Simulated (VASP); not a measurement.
Crystal: Sb.

```xyz
2
Lattice="2.1108 1.2187 3.9142 -2.1108 1.2187 3.9142 0.0000 -2.4373 3.9142" Properties=species:S:1:pos:R:3 pbc="T T T"
Sb    0.0000    0.0000    2.6719
Sb    0.0000    0.0000    9.0706
```

```yaml
Program: VASP 6.6.1
Task: relaxation of cell and atoms
Functional: LDA
Potentials_or_basis: VASP PAW LDA potentials, release 64 (Sb)
Cutoff: 600 eV
k_mesh: 12 × 12 × 12
Occupations: gaussian, width 0.05 eV
Spin: no spin polarisation
```

At the start: pressure 2.1 GPa; volume 30.21 Å³/atom.

Q: Where does the relaxation end?

A: Over 17 steps the energy falls by 48.2 meV/atom and the volume is 29.24 Å³/atom (-3.2 %); space group R-3m (No. 166, to 0.05 Å).

The path:
```csv
step,energy change (eV),largest force (eV/Å),pressure (GPa),volume (Å³)
1,0.0000,0.8755,2.06,60.41
2,-0.0329,0.0172,-2.68,63.86
3,-0.0416,0.2631,-1.32,62.72
4,-0.0660,0.1886,-0.89,61.31
5,-0.0919,0.0437,0.69,58.12
6,-0.0948,0.1056,-0.50,58.73
7,-0.0955,0.0652,-0.16,58.54
8,-0.0962,0.0191,0.06,58.33
9,-0.0962,0.0174,0.06,58.32
10,-0.0962,0.0135,0.08,58.31
11,-0.0962,0.0165,0.07,58.32
12,-0.0963,0.0150,-0.04,58.45
13,-0.0963,0.0149,-0.05,58.43
14,-0.0963,0.0151,-0.04,58.42
15,-0.0963,0.0026,0.02,58.42
16,-0.0963,0.0009,0.03,58.42
17,-0.0963,0.0030,-0.01,58.48
```

Final structure:
```cif
data_structure
_symmetry_space_group_name_H-M 'P 1'
_symmetry_Int_Tables_number 1
_cell_length_a 4.4132
_cell_length_b 4.4132
_cell_length_c 4.4132
_cell_angle_alpha 58.349
_cell_angle_beta 58.349
_cell_angle_gamma 58.349
_cell_volume 58.48
loop_
_atom_site_label
_atom_site_type_symbol
_atom_site_fract_x
_atom_site_fract_y
_atom_site_fract_z
_atom_site_occupancy
Sb1 Sb 0.23644 0.23644 0.23644 1
Sb2 Sb 0.76356 0.76356 0.76356 1
```
